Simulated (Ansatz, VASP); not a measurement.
Ga2O3 in VASP and in Ansatz

INCAR

```
  PREC = Accurate
  ENCUT = 600
  EDIFF = 1E-6
  ISMEAR = 0
  SIGMA = 0.01
  LREAL = F
  LASPH = T
  NELM = 100
  ALGO = Normal
  ISIF = 3
  LWAVE = F
  LCHARG = F
  GGA = PE
  IBRION = 2
  NSW = 80
  EDIFFG = -0.001
```

KPOINTS

```
regular mesh
0
Gamma
  5 5 5
```

Contents of POSCAR:

```
Ga2O3
1.0
    2.4986991939      1.4426246522      4.4835497685
   -2.4986991939      1.4426246522      4.4835497685
    0.0000000000     -2.8852493044      4.4835497685
Ga O
4 6
Direct
    0.8555855800      0.8555855800      0.8555855800
    0.6444144200      0.6444144200      0.6444144200
    0.1444144200      0.1444144200      0.1444144200
    0.3555855800      0.3555855800      0.3555855800
    0.7500000000      0.4468328200      0.0531671800
    0.4468328200      0.0531671800      0.7500000000
    0.0531671800      0.7500000000      0.4468328200
    0.2500000000      0.5531671800      0.9468328200
    0.9468328200      0.2500000000      0.5531671800
    0.5531671800      0.9468328200      0.2500000000
```

Input for Ansatz:

```yaml
crystal:
  lattice:
    - [2.4986991939, 1.4426246522, 4.4835497685]
    - [-2.4986991939, 1.4426246522, 4.4835497685]
    - [0.0, -2.8852493044, 4.4835497685]
  atoms:
    - { symbol: Ga, position: [0.85558558, 0.85558558, 0.85558558] }
    - { symbol: Ga, position: [0.64441442, 0.64441442, 0.64441442] }
    - { symbol: Ga, position: [0.14441442, 0.14441442, 0.14441442] }
    - { symbol: Ga, position: [0.35558558, 0.35558558, 0.35558558] }
    - { symbol: O, position: [0.75, 0.44683282, 0.05316718] }
    - { symbol: O, position: [0.44683282, 0.05316718, 0.75] }
    - { symbol: O, position: [0.05316718, 0.75, 0.44683282] }
    - { symbol: O, position: [0.25, 0.55316718, 0.94683282] }
    - { symbol: O, position: [0.94683282, 0.25, 0.55316718] }
    - { symbol: O, position: [0.55316718, 0.94683282, 0.25] }
scf:
  occupations: { method: fixed }
output:
  forces: true
  stress: true
  eigenvalues: true
  write_density: true
  write_potential: true
  elf: true
  volumetric_format: npy
hamiltonian:
  xc: pbe
relax:
  f_tol: 0.001
  max_steps: 60
  cell: { stress_tol: 0.03 }
kpoints:
  mp_grid: { grid: [5, 5, 5] }
```

Alike in both runs: task relaxation of cell and atoms; functional PBE; k mesh 5 × 5 × 5; no spin polarisation.

|  | VASP | Ansatz |
| --- | --- | --- |
| version | VASP 6.6.1 | Ansatz 0.2.0 |
| potentials or method | VASP PAW PBE potentials, release 64 (Ga_d, O) | scalar-relativistic, plane waves, PAW |
| plane-wave cutoff (eV) | 600 | 420 |
| occupations | gaussian, width 0.01 eV | fixed |
| valence electrons in the cell | 88 | 88 |

|  | VASP | Ansatz | Ansatz less VASP |
| --- | --- | --- | --- |
| gap on the k mesh at the Fermi level, each at its own relaxed structure (eV) | 2.37 | 2.41 | +0.046 |
| relaxed volume (Å³/atom) | 10.09 | 10.06 | -0.036 |
| relaxed cell length with the largest relative difference (Å) | 5.404 | 5.399 | -0.0057 |
